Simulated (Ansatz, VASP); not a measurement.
# One calculation of Cu5Mo, two programs

```xyz
6
Lattice="4.6634 0.0000 0.0000 -2.3317 4.0386 0.0000 0.0000 0.0000 7.0075" Properties=species:S:1:pos:R:3 pbc="T T T"
Cu    0.0000    0.0000    5.8591
Cu    0.0000    0.0000    1.1484
Cu    2.3317    0.0000    0.0000
Cu   -1.1658    2.0193    0.0000
Cu    1.1658    2.0193    0.0000
Mo    0.0000    0.0000    3.5037
```

Alike in both runs: functional PBE; k mesh 5 × 5 × 3; occupations gaussian, width 0.2 eV; no spin polarisation.

Ansatz relaxed the structure, and its values are those at the end. VASP's run is a single point on that final structure, the one shown.

|  | VASP | Ansatz |
| --- | --- | --- |
| version | VASP 6.6.1 | Ansatz 0.2.0 |
| potentials or method | VASP PAW PBE potentials, release 64 (Cu, Mo_sv), cutoff 600 eV | scalar-relativistic, plane waves, PAW |
| valence electrons in the cell | 69 | 109 |

```tsv
	VASP	Ansatz	Ansatz less VASP
gap on the k mesh at the Fermi level (eV)	none	none	-
pressure (GPa)	-0.1	-0.5	-0.46
rms of the force components (eV/Å)	0.001	0.005	+0.0039
```

A gap of «none» marks a metal or a gap that the smearing closes. With one functional, cell and mesh, what is left measures potentials, basis and numerics. VASP's potentials hold 69 valence electrons a cell and Ansatz's 109, so a difference there can come from the potentials and not from the codes.
